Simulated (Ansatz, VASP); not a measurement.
## PbS: VASP beside Ansatz

INCAR

```
SYSTEM = PbS
PREC     = Accurate       ! precision mode
ENCUT    = 520            ! plane-wave cutoff, eV
EDIFF    = 1E-8           ! SCF threshold, eV
ISMEAR   = -1             ! smearing method
SIGMA    = 0.01           ! smearing width, eV
LREAL    = .False.        ! projectors in reciprocal space
LASPH    = .True.         ! aspherical terms in the spheres
NELM     = 100            ! most SCF steps
ALGO     = Normal         ! electronic algorithm
ISIF     = 2              ! what is computed and relaxed
LWAVE    = .False.        ! write WAVECAR
LCHARG   = .False.        ! write CHGCAR
LEFG     = .True.       
NBANDS   = 17             ! bands
```

Contents of KPOINTS:

```
Automatic mesh
0
Gamma
  7 7 7
  0 0 0
```

The input POSCAR:

```
PbS
1.0
    0.0000000000      2.9846363338      2.9846363338
    2.9846363338      0.0000000000      2.9846363338
    2.9846363338      2.9846363338      0.0000000000
Pb S
1 1
Direct
    0.0000000000      0.0000000000      0.0000000000
    0.5000000000      0.5000000000      0.5000000000
```

Input for Ansatz:

```yaml
crystal:
  lattice:
    - [0.0, 2.9846363338, 2.9846363338]
    - [2.9846363338, 0.0, 2.9846363338]
    - [2.9846363338, 2.9846363338, 0.0]
  atoms:
    - { symbol: Pb, position: [0.0, 0.0, 0.0] }
    - { symbol: S, position: [0.5, 0.5, 0.5] }
kpoints:
  mp_grid: { grid: [7, 7, 7] }
scf:
  occupations: { method: fermi_dirac, width: 0.01 }
hamiltonian:
  xc: lda
  pseudopotentials: { kind: all_electron, datasets: crystal }
output:
  forces: true
  stress: true
  eigenvalues: true
  efg: { contact_densities: true }
```

Change from the starting cell: volume scaled by 1.02, crystal datasets.

Alike in both runs: task electric field gradients; functional LDA; k mesh 7 × 7 × 7; occupations fermi-dirac, width 0.01 eV; no spin polarisation.

|  | VASP | Ansatz |
| --- | --- | --- |
| version | VASP 6.6.1 | Ansatz 0.2.0 |
| potentials or method | VASP PAW LDA potentials, release 64 (Pb_d, S), cutoff 520 eV | all-electron PAW with datasets made for the crystal, scalar-relativistic |

|  | VASP | Ansatz | Ansatz less VASP |
| --- | --- | --- | --- |
| pressure (GPa) | -3.6 | -3.6 | -0.03 |

LDA's correlation is that of Perdew and Zunger in VASP and of Perdew and Wang (1992) in Ansatz. Ansatz ran all-electron here, and VASP with PAW potentials.

Spin-orbit coupling is off throughout.
